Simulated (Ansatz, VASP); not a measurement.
**Two plane-wave programs on Be**

```
Be
1.0
     2.28530    0.00000    0.00000
    -1.14265    1.97913    0.00000
     0.00000    0.00000    3.72757
Be
2
Cartesian
  1.1427 0.6597 2.7957
  0.0000 1.3194 0.9319
```

Alike in both runs: functional PBEsol; k mesh 11 × 11 × 6; occupations fermi-dirac, width 0.05 eV; no spin polarisation.

|  | VASP | Ansatz |
| --- | --- | --- |
| version | VASP 6.6.1 | Ansatz 0.2.0 |
| potentials or method | VASP PAW PBE potentials, release 64 (Be) | Ansatz PAW |
| plane-wave cutoff (eV) | 520 | 420 |
| valence electrons in the cell | 4 | 4 |
| task | single point | band structure |

VASP gave:

* gap on the k mesh at the Fermi level (eV): none
* pressure (GPa): -7.7
* traceless stress, the component that is largest in VASP (GPa): -5.12

Q: Estimate Ansatz's values.

A: gap on the k mesh at the Fermi level (eV): none; pressure (GPa): -8.0; traceless stress, the component that is largest in VASP (GPa): -5.06.

VASP's potentials were made for PBE, not for PBEsol. A gap of «none» marks a metal or a gap that the smearing closes.
